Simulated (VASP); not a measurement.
# HfC (P3m1) in VASP: single point with PBE

Aim: the single point of HfC with PBE.

Program: VASP 6.6.1. These are calculated values, not measurements. Logs are shortened: lines on timing, memory, paths and dates and some standing lists are left out, and cuts for length are marked.

## (1) The cell of the first run

The structure is trigonal, space group P3m1 (No. 156). Conventional cell: a = 3.238 Å, b = 3.238 Å, c = 2.916 Å, α = 90.00°, β = 90.00°, γ = 120.00°. Hf (site symmetry 3m) has 6 C at 2.33 to 2.41 Å and 2 Hf at 2.92 Å within 3.1 Å. C (site symmetry 3m) has 6 Hf at 2.33 to 2.41 Å and 2 C at 2.92 Å within 3.1 Å.

The cell was built from a structure type or drawn by symmetry, and may not be a known phase.

## (2) Single point, PBE

INCAR

```
ALGO = Normal ; EDIFF = 1E-7
ENCUT = 520 ; GGA = PE
ISIF = 2 ; ISMEAR = 0
LASPH = True ; LCHARG = False
LREAL = False ; LWAVE = False
NBANDS = 14 ; NELM = 60
PREC = Accurate ; SIGMA = 0.1
```

KPOINTS

```
k-points
0
Gamma
  18 18 18
```

POSCAR

```
HfC
1.0
    3.2375192298      0.0000000000      0.0000000000
   -1.6187596149      2.8037738983      0.0000000000
    0.0000000000      0.0000000000      2.9156560663
Hf C
1 1
Direct
    0.6666666667      0.3333333333      0.4449846276
    0.3333333333      0.6666666667      0.9676447424
```

Potentials or basis: VASP PAW PBE potentials, release 64 (Hf_pv, C).

Launch:

```sh
$ cat potpaw_PBE.64/Hf_pv/POTCAR potpaw_PBE.64/C/POTCAR > POTCAR
$ mpirun -np 1 vasp_std > vasp.out
```

OUTCAR:

```text
EDIFF = 1E-7
   ENCUT = 520
   GGA = PE
   ISIF = 2
   ISMEAR = 0
   LASPH = True
   LREAL = False
   NELM = 60
   PREC = Accurate

 ion  position               nearest neighbor table
   1  0.667  0.333  0.445-   2 2.33   2 2.33   2 2.33   2 2.41   2 2.41   2 2.41
   2  0.333  0.667  0.968-   1 2.33   1 2.33   1 2.33   1 2.41   1 2.41   1 2.41

  LATTYP: Found a hexagonal cell.
 ALAT       =     3.2375192298
 C/A-ratio  =     0.9005833971

  Lattice vectors:

 A1 = (   3.2375192298,   0.0000000000,   0.0000000000)
 A2 = (  -1.6187596149,   2.8037738983,   0.0000000000)
 A3 = (   0.0000000000,   0.0000000000,   2.9156560663)

Analysis of symmetry for initial positions (statically):
=====================================================================
 Subroutine PRICEL returns:
 Original cell was already a primitive cell.

 Routine SETGRP: Setting up the symmetry group for a
 hexagonal supercell.

 Subroutine GETGRP returns: Found  6 space group operations
 (whereof  6 operations were pure point group operations)
 out of a pool of 24 trial point group operations.

The static configuration has the point symmetry C_3v.

Analysis of symmetry for dynamics (positions and initial velocities):
=====================================================================
 Subroutine PRICEL returns:
 Original cell was already a primitive cell.

 Routine SETGRP: Setting up the symmetry group for a
 hexagonal supercell.

 Subroutine GETGRP returns: Found  6 space group operations
 (whereof  6 operations were pure point group operations)
 out of a pool of 24 trial point group operations.

The dynamic configuration has the point symmetry C_3v.

 Subroutine INISYM returns: Found  6 space group operations
 (whereof  6 operations are pure point group operations),
 and found     1 'primitive' translations

----------------------------------------------------------------------------------------

                                     Primitive cell

  volume of cell :      26.4662

  direct lattice vectors                    reciprocal lattice vectors
     3.237519230  0.000000000  0.000000000     0.308878474  0.178331070  0.000000000
    -1.618759615  2.803773898  0.000000000     0.000000000  0.356662140  0.000000000
     0.000000000  0.000000000  2.915656066     0.000000000  0.000000000  0.342975981

  length of vectors
     3.237519230  3.237519230  2.915656066     0.356662140  0.356662140  0.342975981

  position of ions in fractional coordinates (direct lattice)
     0.666666667  0.333333333  0.444984628
     0.333333333  0.666666667  0.967644742

  ion indices of the primitive-cell ions
   primitive index   ion index
                 1           1
                 2           2

----------------------------------------------------------------------------------------

 KPOINTS: k-points

Automatic generation of k-mesh.
 Grid dimensions read from file:
 generate k-points for:   18   18   18

 Generating k-lattice:

  Cartesian coordinates                     Fractional coordinates (reciprocal lattice)
     0.017159915  0.009907282  0.000000000     0.055555556  0.000000000  0.000000000
     0.000000000  0.019814563  0.000000000     0.000000000  0.055555556  0.000000000
     0.000000000  0.000000000  0.019054221     0.000000000  0.000000000  0.055555556

  Length of vectors
     0.019814563  0.019814563  0.019054221

  Shift w.r.t. Gamma in fractional coordinates (k-lattice)
     0.000000000  0.000000000  0.000000000

 Subroutine IBZKPT returns following result:
 ===========================================

 Found    586 irreducible k-points:

 Following reciprocal coordinates:
            Coordinates               Weight
  0.000000  0.000000  0.000000      1.000000
  0.055556 -0.000000  0.000000      6.000000
  0.111111 -0.000000  0.000000      6.000000
  0.166667 -0.000000  0.000000      6.000000
  0.222222 -0.000000  0.000000      6.000000
  0.277778 -0.000000  0.000000      6.000000
[... 16 lines left out ...]
  0.333333  0.111111  0.000000     12.000000
  0.388889  0.111111  0.000000     12.000000
 [... further k-points ...]
   k-points           NKPTS =    586   k-points in BZ     NKDIM =    586   number of bands    NBANDS=     14
   number of dos      NEDOS =    301   number of ions     NIONS =      2
   total plane-waves  NPLWV =  13824
   dimension x,y,z NGX =    24 NGY =   24 NGZ =   24
   dimension x,y,z NGXF=    48 NGYF=   48 NGZF=   48
   ions per type =               1   1
   NGX,Y,Z   is equivalent  to a cutoff of  12.32, 12.32, 13.68 a.u.
   NGXF,Y,Z  is equivalent  to a cutoff of  24.65, 24.65, 27.37 a.u.
 SYSTEM =  unknown system
   PREC   = accura    normal or accurate (medium, high low for compatibility)
   ISTART =      0    job   : 0-new  1-cont  2-samecut
   ICHARG =      2    charge: 1-file 2-atom 10-const
   ISPIN  =      1    spin polarized calculation?
   LNONCOLLINEAR =      F non collinear calculations
   LSORBIT =      F    spin-orbit coupling
   LASPH  =      T    aspherical Exc in radial PAW
   ENCUT  =  520.0 eV  38.22 Ry    6.18 a.u.   6.02  6.02  5.42*2*pi/ulx,y,z
   NELM   =     60;   NELMIN=  2; NELMDL= -5     # of ELM steps
   EDIFF  = 0.1E-06   stopping-criterion for ELM
   LREAL  =      F    real-space projection
   EDIFFG = 0.1E-05   stopping-criterion for IOM
   NSW    =      0    number of steps for IOM
   IBRION =     -1    ionic relax: 0-MD 1-quasi-New 2-CG
   NFREE  =      0    steps in history (QN), initial steepest desc. (CG)
   ISIF   =      2    stress and relaxation
   ISYM   =      2    0-nonsym 1-usesym 2-fastsym
   POTIM  = 0.5000    time-step for ionic-motion
   TEBEG  =    0.0;   TEEND  =   0.0 temperature during run
   PSTRESS=    0.0 pullay stress
   NELECT =      14.0000    total number of electrons
   NUPDOWN=      -1.0000    fix difference up-down
   EMIN   =  10.00;   EMAX   =-10.00  energy-range for DOS
   EFERMI =   0.00;   METHOD = LEGACY
   ISMEAR =     0;   SIGMA  =   0.10  broadening in eV -4-tet -1-fermi 0-gaus
   EFERMI_NEDOS =   21; number of points for ismear=-14 and -15
   IALGO  =     38    algorithm
   IMIX   =      4    mixing-type and parameters
     AMIX     =   0.40;   BMIX     =  1.00
     AMIX_MAG =   1.60;   BMIX_MAG =  1.00
  volume/ion in A,a.u.               =      13.23        89.30
  Fermi-wavevector in a.u.,A,eV,Ry     =   1.323997  2.501991 23.850574  1.752968
  Thomas-Fermi vector in A             =   2.453564
   LORBIT       =      0    0 simple, 1 ext, 2 COOP (PROOUT), +10 PAW based schemes
   GGA     = PE    functional components
   LHFCALC =     F    Hartree Fock is set to
   AEXX    =    0.0000 exact exchange contribution
   IVDW    =     0    specifies the selected vdW correction
   LEPSILON=     F    determine dielectric tensor
   LRPA    =     F    only Hartree local field effects (RPA)
 non-spin polarized calculation
 Gauss-broadening in eV      SIGMA  =   0.10
  energy-cutoff  :      520.00
  volume of cell :       26.47
 maximum number of plane-waves:       729
   NGX = 13   NGY = 13   NGZ = 11

 number of electron      14.0000001 magnetization

 Free energy of the ion-electron system (eV)
  ---------------------------------------------------
  ext. energy  EPLUGINS =         0.00000000
  ---------------------------------------------------
  free energy    TOTEN  =       -19.51795952 eV

  energy without entropy =      -19.51720370  energy(sigma->0) =      -19.51758161

 E-fermi :   5.4331     XC(G=0): -11.9687

 val. band max:        5.4253068719   @ k =   0.0000   0.3889   0.0556
 cond. band min:       5.4400086501   @ k =   0.3889  -0.0000   0.0556
 fundamental gap:      0.0147017782
 Fermi energy:         5.4330784165

 k-point     1 :       0.0000    0.0000    0.0000
  band No.  band energies     occupation
      1     -24.3331      2.00000
      2     -24.3331      2.00000
      3     -23.9326      2.00000
      4      -6.4085      2.00000
      5       3.8985      2.00000
      6       3.8985      2.00000
      7       4.2726      2.00000
      8       7.2030      0.00000
      9      10.3317      0.00000
     10      11.6087      0.00000
     11      11.6087      0.00000
     12      12.2843      0.00000
     13      12.2843      0.00000
     14      19.0249      0.00000

 k-point     2 :       0.0556   -0.0000    0.0000
  band No.  band energies     occupation
      1     -24.3518      2.00000
      2     -24.3372      2.00000
      3     -23.9304      2.00000
      4      -6.3451      2.00000
      5       3.7171      2.00000
      6       3.9499      2.00000
      7       4.3400      2.00000
      8       7.1013      0.00000
      9      10.5594      0.00000
     10      11.5829      0.00000
     11      11.6675      0.00000
     12      12.1977      0.00000
     13      12.2519      0.00000
     14      18.9867      0.00000

 k-point     3 :       0.1111   -0.0000    0.0000
  band No.  band energies     occupation
      1     -24.4052      2.00000
      2     -24.3491      2.00000
      3     -23.9243      2.00000
      4      -6.1600      2.00000
      5       3.2916      2.00000
      6       4.0994      2.00000
      7       4.4807      2.00000
      8       6.8335      0.00000
      9      11.1576      0.00000
     10      11.5110      0.00000
     11      11.5591      0.00000
     12      12.1639      0.00000
     13      12.2415      0.00000
     14      18.8746      0.00000
[... 324 lines left out ...]
 k-point    23 :       0.3333    0.1111    0.0000
  band No.  band energies     occupation
      1     -24.8408      2.00000
      2     -24.4926      2.00000
      3     -23.8672      2.00000
      4      -4.1634      2.00000
      5       0.9850      2.00000
      6       4.3077      2.00000
      7       5.1887      1.99945
      8       5.9810      0.00000
      9      10.1377      0.00000
     10      10.6287      0.00000
     11      11.8731      0.00000
     12      13.9623      0.00000
     13      15.3152      0.00000
     14      18.8168      0.00000

 k-point    24 :       0.3889    0.1111    0.0000
  band No.  band energies     occupation
      1     -24.8826      2.00000
      2     -24.5075      2.00000
      3     -23.8613      2.00000
      4      -3.9101      2.00000
      5       0.8070      2.00000
      6       4.1552      2.00000
      7       5.0746      2.00000
      8       6.1731      0.00000
      9      10.3081      0.00000
     10      10.5725      0.00000
     11      11.7424      0.00000
     12      14.0484      0.00000
     13      15.8334      0.00000
     14      18.0926      0.00000

 [... further k-points ...]

------------------------ aborting loop because EDIFF is reached ----------------------------------------

  FORCE on cell =-STRESS in cart. coord.  units (eV):
  Direction    XX          YY          ZZ          XY          YZ          ZX
  --------------------------------------------------------------------------------------
  -------------------------------------------------------------------------------------
  Total       -0.1143198     -0.1143198     -0.2000147      0.0000000      0.0000000      0.0000000
  in kB       -6.9205439     -6.9205439    -12.1082352      0.0000000      0.0000000      0.0000000
  external PRESSURE =      -8.6497743 kB  Pullay stress =       0.0000000 kB

 VOLUME and BASIS-vectors are now :
 -----------------------------------------------------------------------------
  energy-cutoff  :      520.00
  volume of cell :       26.47
      direct lattice vectors                 reciprocal lattice vectors
     3.237519230  0.000000000  0.000000000     0.308878474  0.178331070  0.000000000
    -1.618759615  2.803773898  0.000000000     0.000000000  0.356662140  0.000000000
     0.000000000  0.000000000  2.915656066     0.000000000  0.000000000  0.342975981

 POSITION                                       TOTAL-FORCE (eV/Angst)
 -----------------------------------------------------------------------------------
      1.61876      0.93459      1.29742        -0.000000      0.000000     -0.006699
     -0.00000      1.86918      2.82132         0.000000     -0.000000      0.006699
 -----------------------------------------------------------------------------------
    total drift:                               -0.000000      0.000000      0.000018

  FREE ENERGIE OF THE ION-ELECTRON SYSTEM (eV)
  ---------------------------------------------------
  free  energy   TOTEN  =       -19.5179595218 eV

  energy  without entropy=      -19.5172037043  energy(sigma->0) =      -19.51758161
```

Run time: 3.3 min. Hardware: 1 thread of Intel Xeon 8259CL, shared host; peak memory 0.33 GiB.

Results:

```yaml
Free_energy: -19.5180 eV
Pressure: -0.9 GPa
Largest_force: 0.007 eV/Å
Band_gap_on_the_k_mesh: zero (filled and empty bands touch)
```

Forces on the atoms (eV/Å):
```
Hf   0.000  0.000 -0.007
C    0.000  0.000  0.007
```

Stress tensor (GPa, compression positive):
```
-0.69  0.00  0.00
 0.00 -0.69  0.00
 0.00  0.00 -1.21
```

Levels at points of the mesh, in eV from the Fermi level:
```csv
k point,band 4,band 5,band 6,band 7,band 8,band 9,band 10,band 11
"(0.00, 0.00, 0.00)",-11.84,-1.53,-1.53,-1.16,1.77,4.90,6.18,6.18
"(0.50, 0.00, 0.00)",-9.35,-4.81,-0.85,-0.36,0.30,5.54,5.78,6.31
"(0.00, 0.00, 0.50)",-8.45,-5.96,-0.42,-0.42,2.17,2.17,5.37,5.37
"(0.50, 0.00, 0.50)",-9.10,-3.89,-2.26,-2.23,1.75,6.46,7.04,7.88
```

Caveat: spin-orbit coupling is left out, which moves the levels of the heavy elements.
